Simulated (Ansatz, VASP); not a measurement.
# W: VASP beside Ansatz

The input INCAR:

```
PREC = Accurate
ENCUT = 520
EDIFF = 1E-6
ISMEAR = -1
SIGMA = 0.0155
LREAL = F
LASPH = T
NELM = 150
ALGO = Normal
ISIF = 2
LWAVE = F
LCHARG = F
MAGMOM = 0.577 0.577 -0.577
LORBIT = 11
LSORBIT = T
GGA_COMPAT = F
LORBMOM = T
LMAXMIX = 4
GGA = PE
NBANDS = 25
```

Contents of KPOINTS:

```
regular mesh
0
Gamma
  15 15 15
```

Contents of POSCAR:

```
W
1.0
   -1.6130604300      1.6130604300      1.6130604300
    1.6130604300     -1.6130604300      1.6130604300
    1.6130604300      1.6130604300     -1.6130604300
W
1
Direct
    0.0000000000      0.0000000000      0.0000000000
```

Input for Ansatz:

```yaml
crystal:
  lattice:
    - [-1.61306043, 1.61306043, 1.61306043]
    - [1.61306043, -1.61306043, 1.61306043]
    - [1.61306043, 1.61306043, -1.61306043]
  atoms:
    - { symbol: W, position: [0.0, 0.0, 0.0], spin: 1, spin_axis: [0.57735, 0.57735, -0.57735] }
  symmetry: { tolerance: 0.0003 }
kpoints:
  mp_grid: { grid: [15, 15, 15], shift: [0, 0, 0] }
  band_path:
    path:
      - [0.0, 0.0, 0.0]
      - [0.5, -0.5, 0.5]
      - [0.0, 0.0, 0.5]
      - [0.0, 0.0, 0.0]
      - [0.25, 0.25, 0.25]
      - [0.5, -0.5, 0.5]
      - [0.25, 0.25, 0.25]
      - [0.0, 0.0, 0.5]
    npoints: 8
magnetization:
  noncollinear: true
  spin_orbit: true
scf:
  occupations: { method: fermi_dirac, width: 0.0155 }
  lower_state_search: "off"
  max_iter: 200
hamiltonian:
  pseudopotentials: { kind: paw_fr }
  xc: pbe
basis:
  ecutwfc: 420
  fft_grid_basis: typed
output:
  forces: true
  stress: true
  eigenvalues: true
  bader: true
  populations: true
  elf: true
  write_potential: true
  volumetric_format: npy
  dos:
    e_range: [-12, 8]
    de: 0.05
    projected: { site_lists: { W: [W] } }
    method: { smearing: { sigma: 0.1, scheme: gaussian } }
checkpoint:
  read: saved_state
```

Alike in both runs: task single point; functional PBE; k mesh 15 × 15 × 15; occupations fermi-dirac, width 0.0155 eV; non-collinear spin, spin-orbit coupling.

|  | VASP | Ansatz |
| --- | --- | --- |
| version | VASP 6.6.1 | Ansatz 0.2.0 |
| potentials or method | VASP PAW PBE potentials, release 64 (W_sv), cutoff 520 eV | PAW plane waves |
| valence electrons in the cell | 14 | 14 |

|  | VASP | Ansatz | Ansatz less VASP |
| --- | --- | --- | --- |
| pressure (GPa) | -9.6 | -10.8 | -1.18 |
| net moment per atom (μB) | 0.00 | 0.00 | 0.000 |

Ansatz's warnings: seeded moment not kept, stress scf threshold loose.
